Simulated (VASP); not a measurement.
# ZnCu (Pmmm) in VASP: further runs, part 2 of 2

VASP 6.6.1.

### 3 Single point, PBEsol (strain +0.0150 x Voigt [1, -1, 0, 0, 0, 0])

File INCAR:

```
  PREC = Accurate
  ENCUT = 520
  EDIFF = 1E-6
  ISMEAR = 0
  SIGMA = 0.15
  LREAL = False
  LASPH = True
  NELM = 80
  ALGO = Fast
  ISIF = 2
  LWAVE = False
  LCHARG = True
  GGA = PS
  LELF = True
  LVHAR = True
  NBANDS = 18
```

File KPOINTS:

```
regular mesh
0
Gamma
  16 16 16
```

File POSCAR:

```
ZnCu
1.0
    2.9891750000      0.0000000000      0.0000000000
    0.0000000000      2.9008250000      0.0000000000
    0.0000000000      0.0000000000      2.9450000000
Zn Cu
1 1
Direct
    0.5000000000      0.5000000000      0.5000000000
    0.0000000000      0.0000000000      0.0000000000
```

Potentials or basis: VASP PAW PBE potentials, release 64 (Zn, Cu).

Launch:

```
$ cat potpaw_PBE.64/Zn/POTCAR potpaw_PBE.64/Cu/POTCAR > POTCAR
$ mpirun -np 1 vasp_std > vasp.out
```

OUTCAR:

```text
PREC = Accurate
   ENCUT = 520
   EDIFF = 1E-6
   ISMEAR = 0
   LREAL = False
   LASPH = True
   NELM = 80
   ISIF = 2
   GGA = PS

 ion  position               nearest neighbor table
   1  0.500  0.500  0.500-   2 2.55   2 2.55   2 2.55   2 2.55   2 2.55   2 2.55   2 2.55   2 2.55

   2  0.000  0.000  0.000-   1 2.55   1 2.55   1 2.55   1 2.55   1 2.55   1 2.55   1 2.55   1 2.55

  LATTYP: Found a simple orthorhombic cell.
 ALAT       =     2.9008250000
 B/A-ratio  =     1.0152284264
 C/A-ratio  =     1.0304568528

  Lattice vectors:

 A1 = (   0.0000000000,   2.9008250000,   0.0000000000)
 A2 = (   0.0000000000,   0.0000000000,   2.9450000000)
 A3 = (   2.9891750000,   0.0000000000,   0.0000000000)

Analysis of symmetry for initial positions (statically):
=====================================================================
 Subroutine PRICEL returns:
 Original cell was already a primitive cell.

 Routine SETGRP: Setting up the symmetry group for a
 simple orthorhombic supercell.

 Subroutine GETGRP returns: Found  8 space group operations
 (whereof  8 operations were pure point group operations)
[... 157 lines left out ...]

 Free energy of the ion-electron system (eV)
  ---------------------------------------------------
  ext. energy  EPLUGINS =         0.00000000
  ---------------------------------------------------
  free energy    TOTEN  =        -6.08675278 eV

  energy without entropy =       -6.08051157  energy(sigma->0) =       -6.08363217

 E-fermi :   5.3560     XC(G=0): -12.5669

 val. band max:        5.3549808460   @ k =   0.2500   0.1875   0.3750
 cond. band min:       5.3633853251   @ k =   0.0625   0.3125   0.0625
 fundamental gap:      0.0084044791
 Fermi energy:         5.3559804122

 k-point     1 :       0.0000    0.0000    0.0000
  band No.  band energies     occupation
      1      -5.0024      2.00000
      2      -2.4631      2.00000
      3      -2.4495      2.00000
      4      -1.7762      2.00000
      5      -1.7551      2.00000
      6      -1.7364      2.00000
[... 481 lines left out ...]
      5      -1.7824      2.00000
      6      -1.7286      2.00000
[... 10 lines left out ...]
     17      21.4364      0.00000
     18      21.6457      0.00000

 [... further k-points ...]
[... 5 lines left out ...]
  --------------------------------------------------------------------------------------
  -------------------------------------------------------------------------------------
  Total       -0.5855372     -0.5888725     -0.5774403      0.0000000      0.0000000      0.0000000
  in kB      -36.7372720    -36.9465318    -36.2292632      0.0000000      0.0000000      0.0000000
  external PRESSURE =     -36.6376890 kB  Pullay stress =       0.0000000 kB

 VOLUME and BASIS-vectors are now :
 -----------------------------------------------------------------------------
  energy-cutoff  :      520.00
  volume of cell :       25.54
      direct lattice vectors                 reciprocal lattice vectors
     2.989175000  0.000000000  0.000000000     0.334540467  0.000000000  0.000000000
     0.000000000  2.900825000  0.000000000     0.000000000  0.344729517  0.000000000
     0.000000000  0.000000000  2.945000000     0.000000000  0.000000000  0.339558574

 POSITION                                       TOTAL-FORCE (eV/Angst)
 -----------------------------------------------------------------------------------
      1.49459      1.45041      1.47250         0.000000      0.000000      0.000000
      0.00000      0.00000      0.00000         0.000000      0.000000      0.000000
 -----------------------------------------------------------------------------------
    total drift:                                0.000000      0.000000     -0.000000

  FREE ENERGIE OF THE ION-ELECTRON SYSTEM (eV)
  ---------------------------------------------------
  free  energy   TOTEN  =        -6.0867527765 eV

  energy  without entropy=       -6.0805115731  energy(sigma->0) =       -6.08363217
```

OSZICAR:

```text
N       E                     dE             d eps       ncg     rms          rms(c)
DAV:   1     0.114408148559E+03    0.11441E+03   -0.11290E+04 28236   0.211E+03
DAV:   2    -0.258911793580E+01   -0.11700E+03   -0.11211E+03 26358   0.300E+02
DAV:   3    -0.736446806396E+01   -0.47754E+01   -0.47333E+01 29626   0.757E+01
DAV:   4    -0.740310823337E+01   -0.38640E-01   -0.38626E-01 30120   0.632E+00
DAV:   5    -0.740363835646E+01   -0.53012E-03   -0.53011E-03 29392   0.762E-01    0.103E+01
RMM:   6    -0.724112021752E+01    0.16252E+00   -0.10720E+01 30414   0.527E+01    0.727E+00
RMM:   7    -0.609530136344E+01    0.11458E+01   -0.27098E+00 29697   0.254E+01    0.242E+00
RMM:   8    -0.609297612363E+01    0.23252E-02   -0.34515E-02 30717   0.301E+00    0.111E+00
RMM:   9    -0.608786757515E+01    0.51085E-02   -0.14991E-02 30506   0.202E+00    0.307E-01
RMM:  10    -0.608663788453E+01    0.12297E-02   -0.70454E-03 31452   0.105E+00    0.847E-02
RMM:  11    -0.608672311020E+01   -0.85226E-04   -0.12877E-03 33448   0.412E-01    0.240E-02
RMM:  12    -0.608675367084E+01   -0.30561E-04   -0.27044E-04 33781   0.161E-01    0.368E-02
RMM:  13    -0.608696494631E+01   -0.21128E-03   -0.80373E-04 32341   0.433E-01    0.119E-01
RMM:  14    -0.608675086880E+01    0.21408E-03   -0.32659E-04 31232   0.254E-01    0.855E-03
RMM:  15    -0.608675139824E+01   -0.52944E-06   -0.33057E-05 28837   0.554E-02    0.393E-03
RMM:  16    -0.608675267902E+01   -0.12808E-05   -0.11848E-05 26750   0.268E-02    0.506E-03
RMM:  17    -0.608675277650E+01   -0.97478E-07   -0.73317E-07 20962   0.103E-02
   1 F= -.60867528E+01 E0= -.60836322E+01  d E =-.624120E-02
```

stdout:

```text
POSCAR found type information on POSCAR ZnCu
 POSCAR found :  2 types and       2 ions
 scaLAPACK will be used
 -----------------------------------------------------------------------------
|                                                                             |
|                                                                             |
|     You enforced a specific xc type in the INCAR file but a different       |
|     I HOPE YOU KNOW WHAT YOU ARE DOING!                                     |
|                                                                             |
 -----------------------------------------------------------------------------

 LDA part: xc-table for (Slater+PW92), standard interpolation
 POSCAR, INCAR and KPOINTS ok, starting setup
 FFT: planning ... GRIDC
 FFT: planning ... GRID_SOFT
 FFT: planning ... GRID
 WAVECAR not read
 entering main loop
WARNING in EDDRMM: call to ZHEGV failed, returncode =   8  4     16
WARNING in EDDRMM: call to ZHEGV failed, returncode =   8  4     17
```

Run time: 2.6 min. Hardware: 1 thread of Intel Xeon 6975P-C, shared host; peak memory 0.44 GiB.

What came out:

| Quantity | Value |
| --- | --- |
| Free energy | -6.0868 eV |
| Pressure | -3.7 GPa |

Levels at points of the mesh, in eV from the Fermi level:
```tsv
k point	band 8	band 9	band 10	band 11	band 12	band 13	band 14	band 15	band 16	band 17
(0.00, 0.00, 0.00)	-3.55	-2.74	-2.72	-2.71	5.68	6.20	6.74	10.93	11.41	12.47
(0.50, 0.00, 0.00)	-3.71	-3.27	-3.22	-2.78	-2.10	11.53	12.03	12.18	12.70	13.50
(0.00, 0.50, 0.00)	-3.66	-3.33	-3.28	-2.82	-1.90	11.37	11.84	11.95	12.45	13.29
(0.50, 0.50, 0.00)	-2.89	-2.86	-2.48	-1.93	-1.87	1.76	2.10	13.90	15.50	15.53
(0.00, 0.00, 0.50)	-3.69	-3.33	-3.22	-2.80	-2.00	11.22	11.81	12.18	12.84	13.23
(0.50, 0.00, 0.50)	-2.86	-2.85	-2.51	-2.02	-1.99	1.62	1.94	14.29	15.92	15.93
(0.00, 0.50, 0.50)	-2.90	-2.89	-2.46	-1.82	-1.79	1.90	2.26	13.53	15.12	15.13
(0.50, 0.50, 0.50)	-4.28	-2.49	-2.44	3.84	4.26	4.34	4.38	4.40	4.51	4.64
```

Caveat: the cell differs from its parent crystal (strain +0.0150 x Voigt [1, -1, 0, 0, 0, 0]); the PAW data sets were made with another functional, which shifts forces and pressure a little.

### 4 Single point, PBEsol (strain +0.0050 x Voigt [1, -1, 0, 0, 0, 0])

File INCAR:

```
ALGO = Fast
EDIFF = 1E-7
ENCUT = 520
GGA = PS
ISIF = 2
ISMEAR = 0
LASPH = T
LCHARG = F
LREAL = F
LWAVE = F
NBANDS = 18
NELM = 60
PREC = Accurate
SIGMA = 0.15
```

File KPOINTS:

```
k-points
0
Gamma
  16 16 16
```

File POSCAR:

```
ZnCu
1.0
    2.9597250000      0.0000000000      0.0000000000
    0.0000000000      2.9302750000      0.0000000000
    0.0000000000      0.0000000000      2.9450000000
Zn Cu
1 1
Direct
    0.5000000000      0.5000000000      0.5000000000
    0.0000000000      0.0000000000      0.0000000000
```

Launch:

```
$ cat potpaw_PBE.64/Zn/POTCAR potpaw_PBE.64/Cu/POTCAR > POTCAR
$ mpirun -np 1 vasp_std > vasp.out
```

Run time: 3.2 min. Hardware: 1 thread of Intel Xeon 6975P-C, shared host; peak memory 0.45 GiB.

The run converged. Its results:

```yaml
Free_energy: -6.0865 eV
Pressure: -4.0 GPa
```

Levels at points of the mesh, in eV from the Fermi level:
```
           k point  band 9  band 10  band 11  band 12  band 13  band 14  band 15  band 16
(0.00, 0.00, 0.00)   -2.72    -2.72    -2.71     6.03     6.21     6.38    11.18    11.34
(0.50, 0.00, 0.00)   -3.27    -3.25    -2.79    -2.03    11.64    11.80    12.27    12.44
(0.00, 0.50, 0.00)   -3.29    -3.27    -2.80    -1.96    11.58    11.74    12.19    12.36
(0.50, 0.50, 0.00)   -2.86    -2.48    -1.91    -1.89     1.76     2.10    13.90    15.51
(0.00, 0.00, 0.50)   -3.29    -3.25    -2.79    -1.99    11.53    11.85    12.15    12.49
(0.50, 0.00, 0.50)   -2.86    -2.49    -1.94    -1.93     1.71     2.05    14.03    15.65
(0.00, 0.50, 0.50)   -2.87    -2.47    -1.87    -1.86     1.81     2.15    13.78    15.38
(0.50, 0.50, 0.50)   -2.47    -2.45     3.84     4.31     4.34     4.36     4.47     4.52
```

Caveat: the cell differs from its parent crystal (strain +0.0050 x Voigt [1, -1, 0, 0, 0, 0]); the PAW data sets were made with another functional, which shifts forces and pressure a little.

### 5 The runs side by side

| cell | further INCAR settings | gap on the mesh (eV) | pressure (GPa) |
| --- | --- | --- | --- |
| a = 3.019, b = 2.871, c = 2.945 Å, 2 atoms | ALGO = Fast; EDIFF = 1e-06; NBANDS = 18 | none | -3.7 |
| a = 2.989, b = 2.901, c = 2.945 Å, 2 atoms | ALGO = Fast; EDIFF = 1e-06; NBANDS = 18 | none | -3.7 |
| a = 2.960, b = 2.930, c = 2.945 Å, 2 atoms | ALGO = Fast; EDIFF = 1e-07; NBANDS = 18 | none | -4.0 |

Alike in all rows: task single point; level PBEsol; potentials or basis VASP PAW PBE potentials, release 64 (Zn, Cu); no spin polarisation; k mesh 16 × 16 × 16; cutoff (eV) 520; smearing gaussian 0.15 eV.

Caveats: the PAW data sets were made with another functional, which shifts forces and pressure a little.

Total energies depend on the potentials used, so only differences within one code and one set of settings carry meaning.
